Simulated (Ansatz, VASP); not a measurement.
**C: VASP beside Ansatz**

Contents of INCAR:

```
SYSTEM = C
ALGO = Normal
EDIFF = 1E-7
ENCUT = 520
GGA = PE
ISIF = 2
ISMEAR = 0
LASPH = .True.
LCHARG = .False.
LREAL = .False.
LWAVE = .False.
NBANDS = 11
NELM = 100
PREC = Accurate
SIGMA = 0.02
```

File KPOINTS:

```
k-points
0
Gamma
  14 14 14
  0 0 0
```

The input POSCAR:

```
C
1.0
    0.0000000000      2.1753892500      3.3624298800
    1.2417536000      0.0000000000      3.3624298800
    1.2417536000      2.1753892500      0.0000000000
C
2
Direct
    0.1737221862      0.8262778138      0.1737221862
    0.8262778138      0.1737221862      0.8262778138
```

Input for Ansatz:

```yaml
crystal:
  lattice:
    - [0.0, 2.17538925, 3.36242988]
    - [1.2417536, 0.0, 3.36242988]
    - [1.2417536, 2.17538925, 0.0]
  atoms:
    - { symbol: C, position: [0.1737221862, 0.8262778138, 0.1737221862] }
    - { symbol: C, position: [0.8262778138, 0.1737221862, 0.8262778138] }
basis:
  ecutwfc: 420
kpoints:
  mp_grid: { grid: [14, 14, 14] }
hamiltonian:
  xc: pbe
scf:
  occupations: { method: gaussian, width: 0.02 }
output:
  forces: true
  stress: true
  eigenvalues: true
  write_density: true
  write_potential: true
  elf: true
  volumetric_format: npy
```

Alike in both runs: task single point; functional PBE; k mesh 14 × 14 × 14; occupations gaussian, width 0.02 eV; no spin polarisation.

```csv
,VASP,Ansatz
version,VASP 6.6.1,Ansatz 0.2.0
potentials or method,"VASP PAW PBE potentials, release 64 (C), cutoff 520 eV","scalar-relativistic, plane waves, PAW"
valence electrons in the cell,8,8
```

Ansatz gave:

```
gap on the k mesh at the Fermi level (eV)                     : 0.81
least direct gap on the mesh (eV)                             : 0.88
pressure (GPa)                                                : -6.9
traceless stress, the component that is largest in VASP (GPa) : -14.20
rms of the force components (eV/Å)                            : 1.631
```

Task: What did VASP give for the same quantities?

Result: gap on the k mesh at the Fermi level (eV): 0.81; least direct gap on the mesh (eV): 0.88; pressure (GPa): -6.5; traceless stress, the component that is largest in VASP (GPa): -14.13; rms of the force components (eV/Å): 1.636.

Atom by atom the forces differ by 0.005 eV/Å (rms over components). With one functional, cell and mesh, what is left measures potentials, basis and numerics.
